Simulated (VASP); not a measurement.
# Pd in VASP: relaxation of the atoms with PBE

Aim: the relaxation of the atoms of Pd with PBE.

Program: VASP 6.6.1. These are calculated values, not measurements. Logs are shortened: lines on timing, memory, paths and dates and some standing lists are left out, and cuts for length are marked.

## Step 1: The cell of the first run

The cell holds a slab with vacuum, 7 atoms: a = 2.751 Å, b = 2.751 Å, c = 29.475 Å, α = 90.00°, β = 90.00°, γ = 60.00°.

## Step 2: Relaxation of the atoms, PBE

Input file INCAR:

```
ALGO = Normal
DIPOL = 0.5 0.5 0.500
EDIFF = 1E-6
EDIFFG = -0.01
ENCUT = 520
GGA = PE
IBRION = 2
IDIPOL = 3
ISIF = 2
ISMEAR = 0
LASPH = True
LCHARG = False
LDIPOL = True
LREAL = False
LUSENCCL = False
LWAVE = False
NELM = 100
NSW = 100
PREC = Accurate
SIGMA = 0.05
```

Input file KPOINTS:

```
k-points
0
Gamma
  16 16 1
```

Input file POSCAR:

```
Pd
1.0
    2.7506453788      0.0000000000      0.0000000000
    1.3753226894      2.3821287749      0.0000000000
    0.0000000000      0.0000000000     29.4753552829
Pd
7
Direct
    0.0000000000      0.0000000000      0.2714131831
    0.3333333333      0.3333333333      0.3476087887
    0.6666666667      0.6666666667      0.4238043944
    0.0000000000      0.0000000000      0.5000000000
    0.3333333333      0.3333333333      0.5761956056
    0.6666666667      0.6666666667      0.6523912113
    0.0000000000      0.0000000000      0.7285868169
```

Potentials or basis: VASP PAW PBE potentials, release 64 (Pd).

Launch:

```bash
$ cat potpaw_PBE.64/Pd/POTCAR > POTCAR
$ mpirun -np 1 vasp_std > vasp.out
```

OUTCAR:

```text
EDIFF = 1E-6
   EDIFFG = -0.01
   ENCUT = 520
   GGA = PE
   IBRION = 2
   ISIF = 2
   ISMEAR = 0
   LASPH = True
   LREAL = False
   NELM = 100
   NSW = 100
   PREC = Accurate

 ion  position               nearest neighbor table
   1  0.000  0.000  0.271-   2 2.75   2 2.75   2 2.75
   2  0.333  0.333  0.348-   1 2.75   1 2.75   1 2.75   3 2.75   3 2.75   3 2.75
   3  0.667  0.667  0.424-   4 2.75   4 2.75   4 2.75   2 2.75   2 2.75   2 2.75
   4  0.000  0.000  0.500-   3 2.75   5 2.75   3 2.75   5 2.75   5 2.75   3 2.75
   5  0.333  0.333  0.576-   4 2.75   4 2.75   4 2.75   6 2.75   6 2.75   6 2.75
   6  0.667  0.667  0.652-   7 2.75   7 2.75   7 2.75   5 2.75   5 2.75   5 2.75
   7  0.000  0.000  0.729-   6 2.75   6 2.75   6 2.75

  LATTYP: Found a hexagonal cell.
 ALAT       =     2.7506453788
 C/A-ratio  =    10.7157961944

  Lattice vectors:

 A1 = (  -1.3753226894,  -2.3821287749,   0.0000000000)
 A2 = (   2.7506453788,   0.0000000000,   0.0000000000)
 A3 = (   0.0000000000,   0.0000000000,  29.4753552829)

Analysis of symmetry for initial positions (statically):
=====================================================================
 Subroutine PRICEL returns:
 Original cell was already a primitive cell.

 Routine SETGRP: Setting up the symmetry group for a
 hexagonal supercell.

 Subroutine GETGRP returns: Found 12 space group operations
 (whereof 12 operations were pure point group operations)
 out of a pool of 24 trial point group operations.

The static configuration has the point symmetry D_3d.

Analysis of symmetry for dynamics (positions and initial velocities):
=====================================================================
 Subroutine PRICEL returns:
 Original cell was already a primitive cell.

 Routine SETGRP: Setting up the symmetry group for a
 hexagonal supercell.

 Subroutine GETGRP returns: Found 12 space group operations
 (whereof 12 operations were pure point group operations)
 out of a pool of 24 trial point group operations.

The dynamic configuration has the point symmetry D_3d.

 Subroutine INISYM returns: Found 12 space group operations
 (whereof 12 operations are pure point group operations),
 and found     1 'primitive' translations

----------------------------------------------------------------------------------------

                                     Primitive cell

  volume of cell :     193.1341

  direct lattice vectors                    reciprocal lattice vectors
     2.750645379  0.000000000  0.000000000     0.363551044 -0.209896293  0.000000000
     1.375322689  2.382128775  0.000000000     0.000000000  0.419792587  0.000000000
     0.000000000  0.000000000 29.475355283     0.000000000  0.000000000  0.033926648

  length of vectors
     2.750645379  2.750645379 29.475355283     0.419792587  0.419792587  0.033926648

  position of ions in fractional coordinates (direct lattice)
     0.000000000  0.000000000  0.271413183
     0.333333333  0.333333333  0.347608789
     0.666666667  0.666666667  0.423804394
     0.000000000  0.000000000  0.500000000
     0.333333333  0.333333333  0.576195606
     0.666666667  0.666666667  0.652391211
     0.000000000  0.000000000  0.728586817

  ion indices of the primitive-cell ions
   primitive index   ion index
                 1           1
                 2           2
                 3           3
                 4           4
                 5           5
                 6           6
                 7           7

----------------------------------------------------------------------------------------

 KPOINTS: k-points

Automatic generation of k-mesh.
 Grid dimensions read from file:
 generate k-points for:   16   16    1

 Generating k-lattice:

  Cartesian coordinates                     Fractional coordinates (reciprocal lattice)
[... 51 lines left out ...]
   PREC   = accura    normal or accurate (medium, high low for compatibility)
   ISTART =      0    job   : 0-new  1-cont  2-samecut
   ICHARG =      2    charge: 1-file 2-atom 10-const
   ISPIN  =      1    spin polarized calculation?
   LNONCOLLINEAR =      F non collinear calculations
   LSORBIT =      F    spin-orbit coupling
   LASPH  =      T    aspherical Exc in radial PAW
   ENCUT  =  520.0 eV  38.22 Ry    6.18 a.u.   5.11  5.11 54.80*2*pi/ulx,y,z
   NELM   =    100;   NELMIN=  2; NELMDL= -5     # of ELM steps
   EDIFF  = 0.1E-05   stopping-criterion for ELM
   LREAL  =      F    real-space projection
   EDIFFG = -.1E-01   stopping-criterion for IOM
   NSW    =    100    number of steps for IOM
   IBRION =      2    ionic relax: 0-MD 1-quasi-New 2-CG
   NFREE  =      1    steps in history (QN), initial steepest desc. (CG)
   ISIF   =      2    stress and relaxation
   ISYM   =      2    0-nonsym 1-usesym 2-fastsym
   POTIM  = 0.5000    time-step for ionic-motion
   TEBEG  =    0.0;   TEEND  =   0.0 temperature during run
   PSTRESS=    0.0 pullay stress
   NELECT =      70.0000    total number of electrons
   NUPDOWN=      -1.0000    fix difference up-down
   EMIN   =  10.00;   EMAX   =-10.00  energy-range for DOS
   EFERMI =   0.00;   METHOD = LEGACY
   ISMEAR =     0;   SIGMA  =   0.05  broadening in eV -4-tet -1-fermi 0-gaus
   EFERMI_NEDOS =   21; number of points for ismear=-14 and -15
   IALGO  =     38    algorithm
   IMIX   =      4    mixing-type and parameters
     AMIX     =   0.40;   BMIX     =  1.00
     AMIX_MAG =   1.60;   BMIX_MAG =  1.00
  volume/ion in A,a.u.               =      27.59       186.19
  Fermi-wavevector in a.u.,A,eV,Ry     =   1.167225  2.205735 18.536768  1.362414
  Thomas-Fermi vector in A             =   2.303728
   LORBIT       =      0    0 simple, 1 ext, 2 COOP (PROOUT), +10 PAW based schemes
   GGA     = PE    functional components
   LHFCALC =     F    Hartree Fock is set to
   AEXX    =    0.0000 exact exchange contribution
   IVDW    =     0    specifies the selected vdW correction
   LEPSILON=     F    determine dielectric tensor
   LRPA    =     F    only Hartree local field effects (RPA)
 conjugate gradient relaxation of ions
 non-spin polarized calculation
 Gauss-broadening in eV      SIGMA  =   0.05
  energy-cutoff  :      520.00
  volume of cell :      193.13
 maximum number of plane-waves:      5237
   NGX = 11   NGY = 11   NGZ =109

--------------------------------------- Ionic step        1  -------------------------------------------

 number of electron      69.9999995 magnetization

 Free energy of the ion-electron system (eV)
  ---------------------------------------------------
  ext. energy  EPLUGINS =         0.00000000
  ---------------------------------------------------
  free energy    TOTEN  =       -35.38553880 eV

  energy without entropy =      -35.36013832  energy(sigma->0) =      -35.37283856

------------------------ aborting loop because EDIFF is reached ----------------------------------------

  FORCE on cell =-STRESS in cart. coord.  units (eV):
  Direction    XX          YY          ZZ          XY          YZ          ZX
  --------------------------------------------------------------------------------------
  -------------------------------------------------------------------------------------
  Total        2.2015353      2.2015353      3.9539550      0.0000000     -0.0000000      0.0000000
  in kB       18.2632198     18.2632198     32.8007227      0.0000000     -0.0000000      0.0000000
  external PRESSURE =      23.1090541 kB  Pullay stress =       0.0000000 kB
[... 104 lines left out ...]
  FREE ENERGIE OF THE ION-ELECTRON SYSTEM (eV)
  ---------------------------------------------------
  free  energy   TOTEN  =       -35.4009223717 eV

  energy  without entropy=      -35.3755632641  energy(sigma->0) =      -35.38824282

[... ionic steps 4 to 10 ...]

--------------------------------------- Ionic step       11  -------------------------------------------

 number of electron      69.9999998 magnetization

------------------------ aborting loop because EDIFF is reached ----------------------------------------
[... 36 lines left out ...]
--------------------------------------- Ionic step       12  -------------------------------------------

 number of electron      69.9999998 magnetization

 dipolmoment           0.000000      0.000000     -0.000000 electrons x Angstroem

------------------------ aborting loop because EDIFF is reached ----------------------------------------

  FORCE on cell =-STRESS in cart. coord.  units (eV):
  Direction    XX          YY          ZZ          XY          YZ          ZX
  --------------------------------------------------------------------------------------
  -------------------------------------------------------------------------------------
  Total        0.1324439      0.1324439      0.0185456      0.0000000     -0.0000000     -0.0000000
  in kB        1.0987113      1.0987113      0.1538483      0.0000000     -0.0000000     -0.0000000
  external PRESSURE =       0.7837569 kB  Pullay stress =       0.0000000 kB
[... 28 lines left out ...]
--------------------------------------- Ionic step       13  -------------------------------------------

 number of electron      69.9999997 magnetization

 dipolmoment           0.000000      0.000000      0.000000 electrons x Angstroem

 Free energy of the ion-electron system (eV)
  ---------------------------------------------------
  ext. energy  EPLUGINS =         0.00000000
  ---------------------------------------------------
  free energy    TOTEN  =       -35.43828664 eV

  energy without entropy =      -35.41385606  energy(sigma->0) =      -35.42607135

 E-fermi :   2.7717     XC(G=0):  -7.7152

 val. band max:        2.7657651711   @ k =   0.5000   0.1875   0.0000
 cond. band min:       2.7763394880   @ k =   0.3125   0.0000   0.0000
 fundamental gap:      0.0105743169
 Fermi energy:         2.7717377746

 k-point     1 :       0.0000    0.0000    0.0000
  band No.  band energies     occupation
      1      -4.0263      2.00000
      2      -3.5684      2.00000
      3      -2.9508      2.00000
      4      -2.4463      2.00000
      5      -2.3423      2.00000
      6      -2.1183      2.00000
[... 1069 lines left out ...]
     41       7.4453      0.00000
     42       8.9018      0.00000

 [... further k-points ...]

------------------------ aborting loop because EDIFF is reached ----------------------------------------

 vacuum level on the upper side and lower side of the slab       (xc-potential included)        -0.127        -0.127

  FORCE on cell =-STRESS in cart. coord.  units (eV):
  Direction    XX          YY          ZZ          XY          YZ          ZX
  --------------------------------------------------------------------------------------
  -------------------------------------------------------------------------------------
  Total        0.0948276      0.0948276     -0.0651081     -0.0000000      0.0000000      0.0000000
  in kB        0.7866587      0.7866587     -0.5401159     -0.0000000      0.0000000      0.0000000
  external PRESSURE =       0.3444005 kB  Pullay stress =       0.0000000 kB
[... 22 lines left out ...]
  FREE ENERGIE OF THE ION-ELECTRON SYSTEM (eV)
  ---------------------------------------------------
  free  energy   TOTEN  =       -35.4382866350 eV

  energy  without entropy=      -35.4138560566  energy(sigma->0) =      -35.42607135

 reached required accuracy - stopping structural energy minimisation

 vacuum level on the upper side and lower side of the slab         7.878         7.878
```

It took 14 min on 1 × NVIDIA H100 80GB with 1 thread of AMD EPYC 7R13 (Zen 3), shared host; peak memory 1.4 GiB.

Results:

* Free energy: -35.4383 eV
* Energy gained by relaxing: 7.5 meV/atom
* Ionic steps: 13
* Largest force after relaxing: 0.003 eV/Å
* Band gap on the k mesh: zero (bands 35 and 36 overlap by 0.96 eV)

Forces in eV/Å, atoms in the order of the input:
```
Pd   0.000  0.000 -0.002
Pd   0.000  0.000  0.002
Pd   0.000  0.000  0.003
Pd   0.000  0.000  0.000
Pd   0.000  0.000 -0.003
Pd   0.000  0.000 -0.002
Pd   0.000  0.000  0.002
```

The path:
```
step  energy change (eV)  largest force (eV/Å)  pressure (GPa)
   1              0.0000                0.3487            2.31
   2             -0.0098                0.2294            2.09
   3             -0.0154                0.2470            1.81
   4             -0.0230                0.1708            1.60
   5             -0.0293                0.2269            1.27
   6             -0.0371                0.1622            1.06
   7             -0.0491                0.0633            0.57
   8             -0.0446                0.2310           -0.31
   9             -0.0515                0.0871            0.21
  10             -0.0523                0.0607            0.02
  11             -0.0525                0.0261            0.08
  12             -0.0525                0.0266            0.08
  13             -0.0527                0.0034            0.03
```

Final structure:
```cif
data_structure
_symmetry_space_group_name_H-M 'P 1'
_symmetry_Int_Tables_number 1
_cell_length_a 2.7506
_cell_length_b 2.7506
_cell_length_c 29.4754
_cell_angle_alpha 90.000
_cell_angle_beta 90.000
_cell_angle_gamma 60.000
_cell_volume 193.13
loop_
_atom_site_label
_atom_site_type_symbol
_atom_site_fract_x
_atom_site_fract_y
_atom_site_fract_z
_atom_site_occupancy
Pd1 Pd 0.00000 0.00000 0.26521 1
Pd2 Pd 0.33333 0.33333 0.34366 1
Pd3 Pd 0.66667 0.66667 0.42177 1
Pd4 Pd 0.00000 0.00000 0.50000 1
Pd5 Pd 0.33333 0.33333 0.57823 1
Pd6 Pd 0.66667 0.66667 0.65634 1
Pd7 Pd 0.00000 0.00000 0.73479 1
```
